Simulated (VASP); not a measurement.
## Pt: single point with PBEsol

The system is Pt, a wire with vacuum.

```
Pt
1.0
    14.60000    0.00000    0.00000
     0.00000   14.80000    0.00000
     0.00000    0.00000    6.78631
Pt
16
Direct
  0.69173 0.50000 0.00000
  0.58217 0.31280 0.33333
  0.58217 0.68720 0.33333
  0.47261 0.50000 0.66667
  0.36305 0.50000 0.00000
  0.58217 0.50000 0.33333
  0.47261 0.31280 0.66667
  0.47261 0.68720 0.66667
  0.52739 0.40640 0.00000
  0.41783 0.59360 0.33333
  0.30827 0.40640 0.66667
  0.63695 0.59360 0.66667
  0.52739 0.59360 0.00000
  0.41783 0.40640 0.33333
  0.30827 0.59360 0.66667
  0.63695 0.40640 0.66667
```

```
Program                : VASP 6.6.1
Task                   : single point
Functional             : PBEsol
Potentials or basis    : VASP PAW PBE potentials, release 64 (Pt)
Cutoff                 : 520 eV
k mesh                 : 1 × 1 × 8
Occupations            : gaussian, width 0.05 eV
Spin                   : no spin polarisation
Dipole correction      : no
Further INCAR settings : LREAL = Auto; ALGO = Normal; EDIFF = 1e-06; NBANDS = 94
```

```
Largest force          : 2.377 eV/Å
Band gap on the k mesh : zero (bands 80 and 81 overlap by 0.03 eV)
```

Forces in eV/Å, atoms in the order of the input:
```
Pt  -1.828  0.000 -0.855
Pt  -0.981  2.100  0.524
Pt  -0.981 -2.100  0.524
Pt  -0.026  0.000  0.252
Pt   0.569  0.000 -0.290
Pt   0.916  0.000 -0.536
Pt   0.314  1.655 -0.199
Pt   0.314 -1.655 -0.199
Pt  -0.008 -0.565  0.261
Pt   0.050 -0.462  0.006
Pt   1.800  1.067  0.048
Pt  -0.990 -0.437  0.075
Pt  -0.008  0.565  0.261
Pt   0.050  0.462  0.006
Pt   1.800 -1.067  0.048
Pt  -0.990  0.437  0.075
```

Levels at points of the mesh, in eV from the Fermi level:
```tsv
k point	band 77	band 78	band 79	band 80	band 81	band 82	band 83	band 84
(0.00, 0.00, 0.00)	-0.09	-0.07	-0.02	0.01	0.02	0.02	0.06	0.17
(0.00, 0.00, 0.50)	-0.11	-0.09	-0.06	-0.01	0.00	0.03	0.06	0.10
```

Wall time 24 min on 1 thread of Intel(R) Xeon(R) 6975P-C (Granite Rapids), with other jobs on the host, peak memory 1.4 GiB.

Caveat: the PAW data sets were made with another functional, which shifts forces and pressure a little; spin-orbit coupling is left out, which moves the levels of the heavy elements.
